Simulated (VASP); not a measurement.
A run of VASP 6.6.1 is set up as follows.

The input INCAR:

```
PREC = Accurate ; ENCUT = 520
EDIFF = 1E-6 ; ISMEAR = 0
SIGMA = 0.1 ; LREAL = F
LASPH = T ; NELM = 100
ALGO = Normal ; ISIF = 2
LWAVE = F ; LCHARG = F
GGA = PS ; NBANDS = 14
ISYM = 0
```

The input KPOINTS:

```
Automatic mesh
0
Gamma
  15 16 15
```

The input POSCAR:

```
TiH
1.0
    0.0000000000      2.2748443937      2.2748443937
    2.1076686161      0.1671757776      2.1076686161
    2.2748443937      2.2748443937      0.0000000000
Ti H
1 1
Direct
    0.0000000000      0.0000000000      0.0000000000
    0.5000000000      0.5000000000      0.5000000000
```

Potentials or basis: VASP PAW PBE potentials, release 64 (Ti_sv, H).

Launch:

```bash
$ cat potpaw_PBE.64/Ti_sv/POTCAR potpaw_PBE.64/H/POTCAR > POTCAR
$ mpirun -np 1 vasp_std > vasp.out
```

(1) Predict the band gap on the k mesh.

(2) Predict the pressure.

## Answers

(1) zero (an odd number of electrons rules out a gap without spin polarisation).

(2) -17.4 GPa.

Caveat: the cell differs from its parent crystal (strained); the cell stands under tension; the PAW data sets were made with another functional, which shifts forces and pressure a little.
